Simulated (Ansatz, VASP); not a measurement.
## Zn in VASP and in Ansatz

Contents of INCAR:

```
PREC = Accurate
ENCUT = 400
EDIFF = 1E-6
ISMEAR = -1
SIGMA = 0.1
LREAL = False
LASPH = True
NELM = 120
ALGO = Normal
ISIF = 2
LWAVE = False
LCHARG = False
LDIPOL = True
IDIPOL = 3
DIPOL = 0.5 0.5 0.500
NBANDS = 19
GGA_COMPAT = False
NELMDL = -8
```

KPOINTS

```
Automatic mesh
0
Gamma
  16 16 1
```

Contents of POSCAR:

```
Zn
1.0
    2.5745889075      0.0000000000      0.0000000000
   -1.2872944537      2.2296593982      0.0000000000
    0.0000000000      0.0000000000     18.3568000000
Zn
2
Direct
    0.8333333330      0.1666666670      0.4358063095
    0.1666666670      0.8333333330      0.5641936905
```

Input for Ansatz:

```yaml
crystal:
  lattice:
    - [2.5745889075, 0.0, 0.0]
    - [-1.2872944537, 2.2296593982, 0.0]
    - [0.0, 0.0, 18.3568]
  atoms:
    - { symbol: Zn, position: [0.833333333, 0.166666667, 0.4358063095] }
    - { symbol: Zn, position: [0.166666667, 0.833333333, 0.5641936905] }
kpoints:
  mp_grid: { grid: [16, 16, 1] }
scf:
  occupations: { method: fermi_dirac, width: 0.1 }
hamiltonian:
  xc: lda
  pseudopotentials: { kind: paw }
output:
  forces: true
  stress: true
  eigenvalues: true
  populations: true
efield:
  axis: 3
  amplitude: 0
  dipole_correction: true
```

Alike in both runs: task single point; functional LDA; k mesh 16 × 16 × 1; occupations fermi-dirac, width 0.1 eV; no spin polarisation.

|  | VASP | Ansatz |
| --- | --- | --- |
| version | VASP 6.6.1 | Ansatz 0.2.0 |
| potentials or method | VASP PAW LDA potentials, release 64 (Zn) | PAW with Ansatz's default frozen-core files, scalar-relativistic |
| plane-wave cutoff (eV) | 400 | 420 |
| valence electrons in the cell | 24 | 24 |

|  | VASP | Ansatz | Ansatz less VASP |
| --- | --- | --- | --- |
| rms of the force components (eV/Å) | 0.115 | 0.104 | -0.0110 |

LDA's correlation is that of Perdew and Zunger in VASP and of Perdew and Wang (1992) in Ansatz. Atom by atom the forces differ by 0.011 eV/Å (rms over components).
